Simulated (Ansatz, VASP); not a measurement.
## Two plane-wave programs on Cu

The input INCAR:

```
ALGO = Fast
EDIFF = 1E-7
ENCUT = 520
GGA = PS
ISIF = 2
ISMEAR = 0
LASPH = True
LCHARG = False
LREAL = False
LWAVE = False
NBANDS = 12
NELM = 80
PREC = Accurate
SIGMA = 0.15
```

KPOINTS

```
k-points
0
Gamma
  24 24 24
```

The input POSCAR:

```
Cu
1.0
    0.0000000000      1.5789966900      2.3684950350
    1.5789966900      0.0000000000      2.3684950350
    1.5789966900      1.5789966900      0.0000000000
Cu
1
Direct
    0.0000000000      0.0000000000      0.0000000000
```

Input for Ansatz:

```yaml
crystal:
  lattice:
    - [0.0, 1.57899669, 2.368495035]
    - [1.57899669, 0.0, 2.368495035]
    - [1.57899669, 1.57899669, 0.0]
  atoms:
    - { symbol: Cu, position: [0.0, 0.0, 0.0] }
basis:
  ecutwfc: 420
kpoints:
  mp_grid: { grid: [24, 24, 24] }
hamiltonian:
  xc: pbesol
scf:
  occupations: { method: gaussian, width: 0.15 }
output:
  forces: true
  stress: true
  eigenvalues: true
```

Alike in both runs: task single point; functional PBEsol; k mesh 24 × 24 × 24; occupations gaussian, width 0.15 eV; no spin polarisation.

|  | VASP | Ansatz |
| --- | --- | --- |
| version | VASP 6.6.1 | Ansatz 0.2.0 |
| potentials or method | VASP PAW PBE potentials, release 64 (Cu), cutoff 520 eV | scalar-relativistic, plane waves, PAW |
| valence electrons in the cell | 11 | 19 |

```csv
,VASP,Ansatz,Ansatz less VASP
gap on the k mesh at the Fermi level (eV),none,none,-
pressure (GPa),10.8,10.2,-0.61
"traceless stress, the component that is largest in VASP (GPa)",-38.23,-38.25,-0.018
```

VASP's potentials were made for PBE, not for PBEsol. A gap of «none» marks a metal or a gap that the smearing closes. VASP's potentials hold 11 valence electrons a cell and Ansatz's 19, so a difference there can come from the potentials and not from the codes.
